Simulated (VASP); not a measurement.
Here is a VASP 6.6.1 calculation.

INCAR

```
SYSTEM = AgBr
PREC = Accurate
ENCUT = 500
EDIFF = 1E-6
ISMEAR = 0
SIGMA = 0.02
LREAL = .False.
LASPH = .True.
NELM = 120
ALGO = Normal
ISIF = 2
LWAVE = .False.
LCHARG = .False.
GGA = PE
NBANDS = 16
GGA_COMPAT = .False.
```

Contents of KPOINTS:

```
regular mesh
0
Gamma
  8 8 8
  0 0 0
```

Contents of POSCAR:

```
AgBr
1.0
    0.0000000000      2.9202324928      2.9202324928
    2.9202324928      0.0000000000      2.9202324928
    2.9202324928      2.9202324928      0.0000000000
Ag Br
1 1
Direct
    0.0000000000      0.0000000000      0.0000000000
    0.5000000000      0.5000000000      0.5000000000
```

Potentials or basis: VASP PAW PBE potentials, release 64 (Ag, Br).

Launch:

```bash
$ cat potpaw_PBE.64/Ag/POTCAR potpaw_PBE.64/Br/POTCAR > POTCAR
$ mpirun -np 1 vasp_std > vasp.out
```

Task: Estimate the band gap on the k mesh.

Result: 0.69 eV, indirect (least direct gap 2.44 eV).

Task: Predict the pressure.

Result: 0.0 GPa.

A k mesh can miss the band edges. Expect the measured gap to be larger: semilocal functionals such as PBE lack the derivative discontinuity.
